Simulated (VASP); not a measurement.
ZrC:

```
Zr C
1.0
     0.00000    2.35643    2.35643
     2.35643    0.00000    2.35643
     2.35643    2.35643    0.00000
Zr C
1 1
Cartesian
  0.0000 0.0000 0.0000
  2.3564 2.3564 2.3564
```

```yaml
Program: VASP 6.6.1
Task: relaxation of cell and atoms
Functional: PBE
Dispersion: D3(BJ)
Potentials_or_basis: VASP PAW PBE potentials, release 64 (Zr_sv, C)
Cutoff: 600 eV
k_mesh: 6 × 6 × 6
Occupations: gaussian, width 0.1 eV
Spin: no spin polarisation
```

At the start: pressure -5.4 GPa; volume 13.08 Å³/atom.

Question: How do energy, volume and symmetry change on relaxing?

Answer: Over 3 steps the energy falls by 5.4 meV/atom and the volume is 12.77 Å³/atom (-2.4 %); space group Fm-3m (No. 225, to 0.05 Å).

The path:
```tsv
step	energy change (eV)	largest force (eV/Å)	pressure (GPa)	volume (Å³)
1	0.0000	0.0000	-5.39	26.17
2	0.0198	0.0000	10.13	24.54
3	-0.0109	0.0000	-0.06	25.55
```

Final structure:
```yaml
crystal:
  lattice:
    - [0.00000, 2.33758, 2.33758]
    - [2.33758, 0.00000, 2.33758]
    - [2.33758, 2.33758, 0.00000]
  atoms:
    - { symbol: Zr, position: [0.00000, 0.00000, 0.00000] }
    - { symbol: C, position: [0.50000, 0.50000, 0.50000] }
```

Caveat: the k points lie up to 0.39 Å⁻¹ apart in the final cell; pairwise dispersion overbinds metals, which lowers pressure and volume.
